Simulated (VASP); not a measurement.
# C (Fmmm) in VASP: further runs

The runs below take C through single point, with PBE+D3(BJ).

Program: VASP 6.6.1. These are calculated values, not measurements. Logs are shortened: lines on timing, memory, paths and dates and some standing lists are left out, and cuts for length are marked.

## (1) The cell of the first run

The structure is orthorhombic, space group Fmmm (No. 69). The conventional cell has a = 2.514 Å, b = 4.352 Å, c = 6.929 Å, α = 90.00°, β = 90.00°, γ = 90.00°. Within 1.8 Å of C (site symmetry m2m) lie 3 C at 1.35 to 1.68 Å.

## (2) Single point, PBE+D3(BJ) (atoms shifted along a free coordinate)

The input, INCAR:

```
PREC = Accurate
ENCUT = 520
EDIFF = 1E-7
ISMEAR = 0
SIGMA = 0.03
LREAL = False
LASPH = True
NELM = 80
ALGO = Normal
ISIF = 2
LWAVE = False
LCHARG = False
GGA = PE
IVDW = 12
NBANDS = 11
```

The input, KPOINTS:

```
Automatic mesh
0
Gamma
  16 16 16
```

The input, POSCAR:

```
C
1.0
    0.0000000000      2.1759733913      3.4645497982
    1.2569692796      0.0000000000      3.4645497982
    1.2569692796      2.1759733913      0.0000000000
C
2
Direct
    0.1930543001      0.8069456999      0.1930543001
    0.8069456999      0.1930543001      0.8069456999
```

Potentials or basis: VASP PAW PBE potentials, release 64 (C).

Command:

```console
$ cat potpaw_PBE.64/C/POTCAR > POTCAR
$ mpirun -np 1 vasp_std > vasp.out
```

OUTCAR:

```text
PREC = Accurate
   ENCUT = 520
   EDIFF = 1E-7
   ISMEAR = 0
   LREAL = False
   LASPH = True
   NELM = 80
   ISIF = 2
   GGA = PE
   IVDW = 12
 IVDW          = 12

 ion  position               nearest neighbor table
   1  0.193  0.807  0.193-   2 1.35   2 1.35   2 1.68
   2  0.807  0.193  0.807-   1 1.35   1 1.35   1 1.68

  LATTYP: Found a face centered orthorhombic cell.
 ALAT       =     2.5139385592
 B/A-ratio  =     1.7311269469
 C/A-ratio  =     2.7562724519

  Lattice vectors:

 A1 = (   0.0000000000,   2.1759733913,   3.4645497982)
 A2 = (   1.2569692796,   0.0000000000,   3.4645497982)
 A3 = (   1.2569692796,   2.1759733913,   0.0000000000)

Analysis of symmetry for initial positions (statically):
=====================================================================
 Subroutine PRICEL returns:
 Original cell was already a primitive cell.

 Routine SETGRP: Setting up the symmetry group for a
 face centered orthorhombic supercell.

 Subroutine GETGRP returns: Found  8 space group operations
 (whereof  8 operations were pure point group operations)
 out of a pool of  8 trial point group operations.

The static configuration has the point symmetry D_2h.

Analysis of symmetry for dynamics (positions and initial velocities):
=====================================================================
 Subroutine PRICEL returns:
 Original cell was already a primitive cell.

 Routine SETGRP: Setting up the symmetry group for a
 face centered orthorhombic supercell.

 Subroutine GETGRP returns: Found  8 space group operations
 (whereof  8 operations were pure point group operations)
 out of a pool of  8 trial point group operations.

The dynamic configuration has the point symmetry D_2h.

 Subroutine INISYM returns: Found  8 space group operations
 (whereof  8 operations are pure point group operations),
 and found     1 'primitive' translations

----------------------------------------------------------------------------------------

                                     Primitive cell

  volume of cell :      18.9520

  direct lattice vectors                    reciprocal lattice vectors
     0.000000000  2.175973391  3.464549798    -0.397782196  0.229782222  0.144318895
     1.256969280  0.000000000  3.464549798     0.397782196 -0.229782222  0.144318895
     1.256969280  2.175973391  0.000000000     0.397782196  0.229782222 -0.144318895

  length of vectors
     4.091205874  3.685522632  2.512932942     0.481516862  0.481516862  0.481516862

  position of ions in fractional coordinates (direct lattice)
     0.193054300  0.806945700  0.193054300
     0.806945700  0.193054300  0.806945700

  ion indices of the primitive-cell ions
   primitive index   ion index
                 1           1
                 2           2

----------------------------------------------------------------------------------------

 KPOINTS: Automatic mesh

Automatic generation of k-mesh.
 Grid dimensions read from file:
 generate k-points for:   16   16   16

 Generating k-lattice:

  Cartesian coordinates                     Fractional coordinates (reciprocal lattice)
    -0.024861387  0.014361389  0.009019931     0.062500000  0.000000000  0.000000000
     0.024861387 -0.014361389  0.009019931     0.000000000  0.062500000  0.000000000
     0.024861387  0.014361389 -0.009019931    -0.000000000 -0.000000000  0.062500000

  Length of vectors
     0.030094804  0.030094804  0.030094804

  Shift w.r.t. Gamma in fractional coordinates (k-lattice)
     0.000000000  0.000000000  0.000000000

 Subroutine IBZKPT returns following result:
 ===========================================

 Found    621 irreducible k-points:

 Following reciprocal coordinates:
            Coordinates               Weight
  0.000000  0.000000  0.000000      1.000000
  0.062500  0.000000 -0.000000      8.000000
  0.125000  0.000000 -0.000000      8.000000
  0.187500 -0.000000 -0.000000      8.000000
  0.250000  0.000000 -0.000000      8.000000
  0.312500  0.000000 -0.000000      8.000000
[... 16 lines left out ...]
 -0.125000  0.062500  0.000000      8.000000
 -0.062500  0.062500  0.000000      4.000000
 [... further k-points ...]
   k-points           NKPTS =    621   k-points in BZ     NKDIM =    621   number of bands    NBANDS=     11
   number of dos      NEDOS =    301   number of ions     NIONS =      2
   total plane-waves  NPLWV =  16800
   dimension x,y,z NGX =    30 NGY =   28 NGZ =   20
   dimension x,y,z NGXF=    60 NGYF=   56 NGZF=   40
   ions per type =               2
   NGX,Y,Z   is equivalent  to a cutoff of  12.19, 12.63, 13.23 a.u.
   NGXF,Y,Z  is equivalent  to a cutoff of  24.38, 25.26, 26.46 a.u.
 SYSTEM =  unknown system
   PREC   = accura    normal or accurate (medium, high low for compatibility)
   ISTART =      0    job   : 0-new  1-cont  2-samecut
   ICHARG =      2    charge: 1-file 2-atom 10-const
   ISPIN  =      1    spin polarized calculation?
   LNONCOLLINEAR =      F non collinear calculations
   LSORBIT =      F    spin-orbit coupling
   LASPH  =      T    aspherical Exc in radial PAW
   ENCUT  =  520.0 eV  38.22 Ry    6.18 a.u.   7.61  6.85  4.67*2*pi/ulx,y,z
   NELM   =     80;   NELMIN=  2; NELMDL= -5     # of ELM steps
   EDIFF  = 0.1E-06   stopping-criterion for ELM
   LREAL  =      F    real-space projection
   EDIFFG = 0.1E-05   stopping-criterion for IOM
   NSW    =      0    number of steps for IOM
   IBRION =     -1    ionic relax: 0-MD 1-quasi-New 2-CG
   NFREE  =      0    steps in history (QN), initial steepest desc. (CG)
   ISIF   =      2    stress and relaxation
   ISYM   =      2    0-nonsym 1-usesym 2-fastsym
   POTIM  = 0.5000    time-step for ionic-motion
   TEBEG  =    0.0;   TEEND  =   0.0 temperature during run
   PSTRESS=    0.0 pullay stress
   NELECT =       8.0000    total number of electrons
   NUPDOWN=      -1.0000    fix difference up-down
   EMIN   =  10.00;   EMAX   =-10.00  energy-range for DOS
   EFERMI =   0.00;   METHOD = LEGACY
   ISMEAR =     0;   SIGMA  =   0.03  broadening in eV -4-tet -1-fermi 0-gaus
   EFERMI_NEDOS =   21; number of points for ismear=-14 and -15
   IALGO  =     38    algorithm
   IMIX   =      4    mixing-type and parameters
     AMIX     =   0.40;   BMIX     =  1.00
     AMIX_MAG =   1.60;   BMIX_MAG =  1.00
  volume/ion in A,a.u.               =       9.48        63.95
  Fermi-wavevector in a.u.,A,eV,Ry     =   1.228061  2.320698 20.519394  1.508133
  Thomas-Fermi vector in A             =   2.363000
   LORBIT       =      0    0 simple, 1 ext, 2 COOP (PROOUT), +10 PAW based schemes
   GGA     = PE    functional components
   LHFCALC =     F    Hartree Fock is set to
   AEXX    =    0.0000 exact exchange contribution
   IVDW    =    12    specifies the selected vdW correction
   LEPSILON=     F    determine dielectric tensor
   LRPA    =     F    only Hartree local field effects (RPA)
 non-spin polarized calculation
 Gauss-broadening in eV      SIGMA  =   0.03
  energy-cutoff  :      520.00
  volume of cell :       18.95
 maximum number of plane-waves:       527
   NGX = 15   NGY = 13   NGZ =  9

 number of electron       8.0000000 magnetization

 Free energy of the ion-electron system (eV)
  ---------------------------------------------------
  ext. energy  EPLUGINS =         0.00000000
  ---------------------------------------------------
  free energy    TOTEN  =       -17.39454024 eV

  energy without entropy =      -17.39431249  energy(sigma->0) =      -17.39442636

 E-fermi :   4.2115     XC(G=0):  -9.9630

 val. band max:        4.2082684543   @ k =   0.3750   0.3125   0.0000
 cond. band min:       4.2120697770   @ k =   0.4375   0.3750  -0.0000
 fundamental gap:      0.0038013227
 Fermi energy:         4.2114583966

 k-point     1 :       0.0000    0.0000    0.0000
  band No.  band energies     occupation
      1     -15.2053      2.00000
      2      -2.4176      2.00000
      3      -2.0503      2.00000
      4       4.6179      0.00000
      5       7.8957      0.00000
      6       8.3676      0.00000
      7      14.9892      0.00000
      8      15.5550      0.00000
      9      16.4808      0.00000
     10      25.2132      0.00000
     11      27.9742      0.00000

 k-point     2 :       0.0625    0.0000   -0.0000
  band No.  band energies     occupation
      1     -15.1164      2.00000
      2      -2.3324      2.00000
      3      -2.2551      2.00000
      4       4.1726      1.93325
      5       8.1598      0.00000
      6       8.5721      0.00000
      7      14.6089      0.00000
      8      15.7292      0.00000
      9      16.6382      0.00000
     10      25.5652      0.00000
     11      27.6762      0.00000

 k-point     3 :       0.1250    0.0000   -0.0000
  band No.  band energies     occupation
      1     -14.8505      2.00000
      2      -2.8333      2.00000
      3      -2.0757      2.00000
      4       3.1864      2.00000
      5       8.6644      0.00000
      6       9.1254      0.00000
      7      13.5720      0.00000
      8      16.1223      0.00000
      9      17.2610      0.00000
     10      26.4082      0.00000
     11      26.5536      0.00000

 k-point     4 :       0.1875   -0.0000   -0.0000
  band No.  band energies     occupation
      1     -14.4106      2.00000
      2      -3.7052      2.00000
      3      -1.6449      2.00000
      4       2.0706      2.00000
      5       9.2101      0.00000
      6       9.8197      0.00000
      7      12.0973      0.00000
      8      16.7574      0.00000
      9      18.3444      0.00000
     10      24.8232      0.00000
     11      27.5203      0.00000

 k-point     5 :       0.2500    0.0000   -0.0000
  band No.  band energies     occupation
      1     -13.8017      2.00000
      2      -4.7901      2.00000
      3      -1.0378      2.00000
      4       1.0355      2.00000
      5       9.5435      0.00000
      6      10.3909      0.00000
      7      10.7567      0.00000
      8      17.7542      0.00000
      9      19.6452      0.00000
     10      23.3439      0.00000
     11      26.7679      0.00000
[... 211 lines left out ...]
 k-point    21 :      -0.2500    0.0625    0.0000
  band No.  band energies     occupation
      1     -13.0586      2.00000
      2      -6.0038      2.00000
      3      -0.0254      2.00000
      4       0.1903      2.00000
      5       8.5090      0.00000
      6       9.6246      0.00000
      7      11.4166      0.00000
      8      19.0746      0.00000
      9      20.9708      0.00000
     10      22.0660      0.00000
     11      26.2101      0.00000

 k-point    22 :      -0.1875    0.0625    0.0000
  band No.  band energies     occupation
      1     -13.8240      2.00000
      2      -4.7831      2.00000
      3      -0.8401      2.00000
      4       1.0338      2.00000
      5       9.5100      0.00000
      6      10.3056      0.00000
      7      10.3436      0.00000
      8      17.8004      0.00000
      9      19.7206      0.00000
     10      23.1882      0.00000
     11      26.9451      0.00000

 k-point    23 :      -0.1250    0.0625    0.0000
  band No.  band energies     occupation
      1     -14.4265      2.00000
      2      -3.7017      2.00000
      3      -1.5014      2.00000
      4       2.0686      2.00000
      5       9.0977      0.00000
      6       9.6081      0.00000
      7      12.0607      0.00000
      8      16.7786      0.00000
      9      18.3695      0.00000
     10      24.7859      0.00000
     11      27.6891      0.00000

 k-point    24 :      -0.0625    0.0625    0.0000
  band No.  band energies     occupation
      1     -14.8588      2.00000
      2      -2.8320      2.00000
      3      -2.0000      2.00000
      4       3.1846      2.00000
      5       8.5837      0.00000
      6       9.0388      0.00000
      7      13.5590      0.00000
      8      16.1314      0.00000
      9      17.2684      0.00000
     10      26.5056      0.00000
     11      26.5071      0.00000

 [... further k-points ...]

------------------------ aborting loop because EDIFF is reached ----------------------------------------

 Edisp (eV)   -0.29939

 E8    (eV) :    -0.0845

  FORCE on cell =-STRESS in cart. coord.  units (eV):
  Direction    XX          YY          ZZ          XY          YZ          ZX
  --------------------------------------------------------------------------------------
  -------------------------------------------------------------------------------------
  Total       1.28594    -1.20131    -0.08082     0.00000     0.00000     0.00000
  in kB     108.71145  -101.55714    -6.83248     0.00000     0.00000     0.00000
  external pressure =        0.11 kB  Pullay stress =        0.00 kB

 VOLUME and BASIS-vectors are now :
 -----------------------------------------------------------------------------
  energy-cutoff  :      520.00
  volume of cell :       18.95
      direct lattice vectors                 reciprocal lattice vectors
     0.000000000  2.175973391  3.464549798    -0.397782196  0.229782222  0.144318895
     1.256969280  0.000000000  3.464549798     0.397782196 -0.229782222  0.144318895
     1.256969280  2.175973391  0.000000000     0.397782196  0.229782222 -0.144318895

 POSITION                                       TOTAL-FORCE (eV/Angst)
 -----------------------------------------------------------------------------------
      1.25697      0.84016      3.46455         0.000000     -7.218131      0.000000
      1.25697      3.51178      3.46455         0.000000      7.218131      0.000000
 -----------------------------------------------------------------------------------
    total drift:                                0.000000      0.000000      0.000000

  FREE ENERGIE OF THE ION-ELECTRON SYSTEM (eV)
  ---------------------------------------------------
  free  energy   TOTEN  =       -17.6939282569 eV

  energy  without entropy=      -17.6937005119  energy(sigma->0) =      -17.69381438
```

Wall time 82 s (1 thread of Intel Xeon Platinum 8488C (Sapphire Rapids), shared host); peak memory 0.23 GiB.

Results:

```
Free energy                : -17.6939 eV
Pressure                   : 0.0 GPa
Largest force              : 7.218 eV/Å
Band gap on the k mesh     : zero (bands 4 and 5 overlap by 0.75 eV)
Dispersion energy per atom : -0.150 eV
```

Forces on the atoms (eV/Å):
```
C    0.000 -7.218  0.000
C    0.000  7.218  0.000
```

Stress tensor (GPa, compression positive):
```
 10.87   0.00   0.00
  0.00 -10.16   0.00
  0.00   0.00  -0.68
```

Caveat: the cell differs from its parent crystal (atoms shifted along a free coordinate); the stress differs along the axes, from -10 to 11 GPa; forces of over 1 eV/Å act on the atoms, so gaps and moduli don't describe the material at rest.

## (3) Single point, PBE+D3(BJ) (atoms shifted along a free coordinate)

The input, INCAR:

```
SYSTEM = C
PREC = Accurate
ENCUT = 520
EDIFF = 1E-7
ISMEAR = 0
SIGMA = 0.03
LREAL = .False.
LASPH = .True.
NELM = 60
ALGO = Normal
ISIF = 2
LWAVE = .False.
LCHARG = .True.
GGA = PE
IVDW = 12
LELF = .True.
LVHAR = .True.
NBANDS = 11
```

The input, KPOINTS:

```
regular mesh
0
Gamma
  16 16 16
  0 0 0
```

The input, POSCAR:

```
C
1.0
    0.0000000000      2.1895892675      3.4862287771
    1.2648346047      0.0000000000      3.4862287771
    1.2648346047      2.1895892675      0.0000000000
C
2
Direct
    0.1491248011      0.8508751989      0.1491248011
    0.8508751989      0.1491248011      0.8508751989
```

Potentials or basis: VASP PAW PBE potentials, release 64 (C).

Command:

```console
$ cat potpaw_PBE.64/C/POTCAR > POTCAR
$ mpirun -np 1 vasp_std > vasp.out
```

Wall time 62 s (1 thread of Intel Xeon Platinum 8488C (Sapphire Rapids), shared host); peak memory 0.23 GiB.

It converged, with:

| Property | Result |
| --- | --- |
| Free energy | -18.0655 eV |
| Pressure | -8.6 GPa |
| Largest force | 7.921 eV/Å |
| Band gap on the k mesh | zero (bands 4 and 5 overlap by 0.46 eV) |
| Dispersion energy per atom | -0.146 eV |

Forces on the atoms (eV/Å):
```
C    0.000  7.921  0.000
C    0.000 -7.921  0.000
```

Stress tensor (GPa, compression positive):
```
-23.53   0.00   0.00
  0.00  -1.42   0.00
  0.00   0.00  -0.94
```

Levels at points of the mesh, in eV from the Fermi level:
```
           k point  band 1  band 2  band 3  band 4  band 5  band 6  band 7  band 8  band 9
(0.00, 0.00, 0.00)  -18.69   -5.93   -4.62   -0.41    4.67    5.49    9.92   11.10   12.39
(0.50, 0.00, 0.00)  -14.17  -11.72   -6.00   -2.45    2.89    6.05   12.29   13.63   17.47
(0.50, 0.50, 0.00)  -18.46   -7.57   -4.59   -0.45    5.43    9.76   10.17   11.16   12.60
(0.50, 0.00, 0.50)  -13.82  -13.00   -5.00    0.00    0.89    7.69   10.86   11.57   17.54
(0.00, 0.50, 0.50)  -13.70  -12.83   -5.05   -1.35   -0.16    7.38   13.81   17.24   17.50
```

Caveat: the cell differs from its parent crystal (atoms shifted along a free coordinate); the stress differs along the axes, from -24 to -1 GPa; forces of over 1 eV/Å act on the atoms, so gaps and moduli don't describe the material at rest.

The gap in the log of VASP goes by the Fermi energy; the results here count the filled bands.